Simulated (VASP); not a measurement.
The system is NiMoIrPdW.

```xyz
5
Lattice="2.7608 0.0000 0.0000 -1.3804 2.3909 0.0000 0.0000 0.0000 11.3405" Properties=species:S:1:pos:R:3 pbc="T T T"
Ni    0.0000    0.0000    8.0423
Mo    1.3804    0.7970    3.3369
Pd    1.3804    0.7970   10.1952
Ir    0.0000    0.0000    1.2025
W     1.3804    0.7970    6.0015
```

Base run:

| Quantity | Value |
| --- | --- |
| Program | VASP 6.6.1 |
| Functional | PBE |
| Potentials or basis | VASP PAW PBE potentials, release 64 (Ni, Mo_sv, Pd, Ir, W_sv) |
| Cutoff | 520 eV |
| k mesh | 8 × 8 × 2 |
| Occupations | fermi-dirac, width 0.05 eV |
| Spin | collinear spin, ferromagnetic start |
| Starting moments | [1.0, 1.0, 0.0, 0.6, 0.0] μB |

Its results: pressure 0.5 GPa; net moment 0.00 μB per cell; largest force 0.326 eV/Å.

**Question.** The run is repeated on the same cell with these changes: further incar settings from ALGO = Fast; EDIFF = 1e-06; NBANDS = 40 to ALGO = Fast; EDIFF = 1e-07; NBANDS = 40; hubbard terms from none to Ir d U = 3.0 eV, Mo d U = 3.0 eV, Ni d U = 3.0 eV, Pd d U = 3.0 eV, W d U = 3.0 eV. What comes out?

**Answer.** Pressure -0.5 GPa; net moment 0.00 μB per cell; largest force 0.487 eV/Å.

Caveats: the moments typed at the start vanished in this run; the U is typed as a test and isn't derived for this compound (at least some runs).
